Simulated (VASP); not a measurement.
**ZnS: vibrations by perturbation theory with LDA**

Crystal: ZnS.

```xyz
4
Lattice="3.7382 0.0000 0.0000 -1.8691 3.2374 0.0000 0.0000 0.0000 6.1430" Properties=species:S:1:pos:R:3 pbc="T T T"
Zn    0.0000    2.1583    0.0343
Zn    1.8691    1.0791    3.1058
S     0.0000    2.1583    2.3307
S     1.8691    1.0791    5.4022
```

```json
{"Program": "VASP 6.6.1", "Task": "vibrations by perturbation theory", "Functional": "LDA", "Potentials or basis": "VASP PAW LDA potentials, release 64 (Zn, S)", "Cutoff": "520 eV", "k mesh": "6 × 6 × 4", "Occupations": "gaussian, width 0.01 eV", "Spin": "no spin polarisation", "Dipole correction": "no", "Further INCAR settings": "ALGO = Normal; EDIFF = 1e-08; IBRION = 8; NSW = 1"}
```

```json
{
 "Highest phonon frequency at Γ, LO-TO splitting left out": "350 cm⁻¹"
}
```

Phonon frequencies in cm⁻¹ (negative: imaginary):
```tsv
q point	frequencies
(0.000, 0.000, 0.000)	-1 0 0 70 70 201 292 295 295 301 301 350
```

Run time: 9.1 min on 1 thread of Intel(R) Xeon(R) Platinum 8259CL CPU @ 2.50GHz (Skylake/Cascade Lake), with other jobs on the host, peak memory 0.42 GiB.
